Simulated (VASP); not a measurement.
# Lu (Im-3m) in VASP: notebook, part 2 of 2

VASP 6.6.1. Earlier steps stand in the parts before.

### 3 Relaxation of cell and atoms, r2SCAN

POSCAR reads:

```
Lu
1.0
    1.9461934423      1.9461934423      1.9461934423
   -1.9461934423      1.9461934423      1.9461934423
   -1.9461934423     -1.9461934423      1.9461934423
Lu
1
Direct
    0.0000000000      0.0000000000      0.0000000000
```

INCAR.step1 reads:

```
ALGO = Normal
EDIFF = 1E-4
ENCUT = 600
GGA = PE
ISMEAR = 1
LASPH = T
LCHARG = F
LREAL = F
LWAVE = T
NELM = 80
PREC = Accurate
SIGMA = 0.1
```

INCAR.step2 reads:

```
ALGO = Normal
EDIFF = 1E-6
EDIFFG = -0.03
ENCUT = 600
IBRION = 2
ISIF = 3
ISMEAR = 1
ISTART = 1
LASPH = T
LCHARG = F
LMIXTAU = T
LREAL = F
LWAVE = F
METAGGA = R2SCAN
NELM = 80
NSW = 80
PREC = Accurate
SIGMA = 0.1
```

KPOINTS reads:

```
k-points
0
Gamma
  8 8 8
```

Potentials or basis: VASP PAW PBE potentials, release 64 (Lu).

On the command line:

```
cat potpaw_PBE.64/Lu/POTCAR > POTCAR
cp INCAR.step1 INCAR
mpirun -np 1 vasp_std > vasp.out
cp INCAR.step2 INCAR
mpirun -np 1 vasp_std > vasp.out
```

OUTCAR:

```text
EDIFF = 1E-6
   EDIFFG = -0.03
   ENCUT = 600
   IBRION = 2
   ISIF = 3
   ISMEAR = 1
   ISTART = 1
   LASPH = T
   LREAL = F
   METAGGA = R2SCAN
   NELM = 80
   NSW = 80
   PREC = Accurate

 ion  position               nearest neighbor table
   1  0.000  0.000  0.000-

  LATTYP: Found a body centered cubic cell.
 ALAT       =     3.8923868846

  Lattice vectors:

 A1 = (   1.9461934423,  -1.9461934423,  -1.9461934423)
 A2 = (   1.9461934423,   1.9461934423,   1.9461934423)
 A3 = (  -1.9461934423,  -1.9461934423,   1.9461934423)

[... 232 lines left out ...]
      6      -3.1471      2.00000
[... 433 lines left out ...]
      3     -25.9133      2.00000
      4     -25.8402      2.00000
      5      -3.1378      2.00000
      6      -3.1168      2.00000
[... 8 lines left out ...]
     15       4.5692      0.00000
     16       8.2352      0.00000

 [... further k-points ...]
[... 5 lines left out ...]
  --------------------------------------------------------------------------------------
  -------------------------------------------------------------------------------------
  Total        0.0075708      0.0075708      0.0075708      0.0000000      0.0000000      0.0000000
  in kB        0.4093184      0.4093184      0.4093184      0.0000000      0.0000000      0.0000000
  external PRESSURE =       0.4093184 kB  Pullay stress =       0.0000000 kB

 VOLUME and BASIS-vectors are now :
 -----------------------------------------------------------------------------
  energy-cutoff  :      600.00
  volume of cell :       29.63
      direct lattice vectors                 reciprocal lattice vectors
     1.949446119  1.949446119  1.949446119     0.256483108  0.000000000  0.256483108
    -1.949446119  1.949446119  1.949446119    -0.256483108  0.256483108  0.000000000
    -1.949446119 -1.949446119  1.949446119     0.000000000 -0.256483108  0.256483108

 POSITION                                       TOTAL-FORCE (eV/Angst)
 -----------------------------------------------------------------------------------
     -1.94945      1.94945      5.84834        -0.000000     -0.000000      0.000000
 -----------------------------------------------------------------------------------
    total drift:                               -0.000000     -0.000000      0.000000

  FREE ENERGIE OF THE ION-ELECTRON SYSTEM (eV)
  ---------------------------------------------------
  free  energy   TOTEN  =       -37.9444457300 eV

  energy  without entropy=      -37.9454499251  energy(sigma->0) =      -37.94478046

 reached required accuracy - stopping structural energy minimisation
```

OUTCAR.step1:

```text
EDIFF = 1E-4
   ENCUT = 600
   GGA = PE
   ISMEAR = 1
   LASPH = T
[... 671 lines left out ...]

 POSITION                                       TOTAL-FORCE (eV/Angst)
 -----------------------------------------------------------------------------------
      0.00000      0.00000      0.00000        -0.000000      0.000000      0.000000
 -----------------------------------------------------------------------------------
    total drift:                               -0.000000      0.000000     -0.000000

  FREE ENERGIE OF THE ION-ELECTRON SYSTEM (eV)
  ---------------------------------------------------
  free  energy   TOTEN  =        -4.3813400027 eV

  energy  without entropy=       -4.3816153451  energy(sigma->0) =       -4.38143178
```

Run time: 2.5 min. Hardware: 1 thread of Intel Xeon Platinum 8259CL at 2.50GHz (Skylake/Cascade Lake), shared host; peak memory 0.18 GiB.

What came out:

| Item | Value |
| --- | --- |
| Free energy | -37.9444 eV |
| Relaxed volume | 29.63 Å³/atom |
| Relaxed cell | a = 3.377 Å, b = 3.377 Å, c = 3.377 Å, α = 70.53°, β = 109.47°, γ = 70.53° |
| Space group after relaxing (to 0.05 Å) | Im-3m (No. 229) |
| Energy gained by relaxing | 0.3 meV/atom |
| Ionic steps | 2 |
| Pressure after relaxing | 0.0 GPa |

The path:
```
step  energy change (eV)  largest force (eV/Å)  pressure (GPa)  volume (Å³)
   1              0.0000                0.0000            0.19        29.49
   2             -0.0003                0.0000            0.04        29.63
```

Final structure:
```
Lu
1.0
     1.94945    1.94945    1.94945
    -1.94945    1.94945    1.94945
    -1.94945   -1.94945    1.94945
Lu
1
Direct
  0.00000 0.00000 0.00000
```

Levels at points of the mesh, in eV from the Fermi level:
```tsv
k point	band 10	band 11	band 12	band 13	band 14	band 15
(0.00, 0.00, 0.00)	-5.33	-5.33	-5.31	2.43	2.43	2.43
(0.50, 0.00, 0.00)	-5.33	-5.32	-2.55	0.27	0.58	4.41
(0.50, 0.50, 0.50)	-5.32	-5.32	-1.60	-1.60	5.91	5.91
```

Caveat: the PAW data sets were made with another functional, which shifts forces and pressure a little; spin-orbit coupling is left out, which moves the levels of the heavy elements.
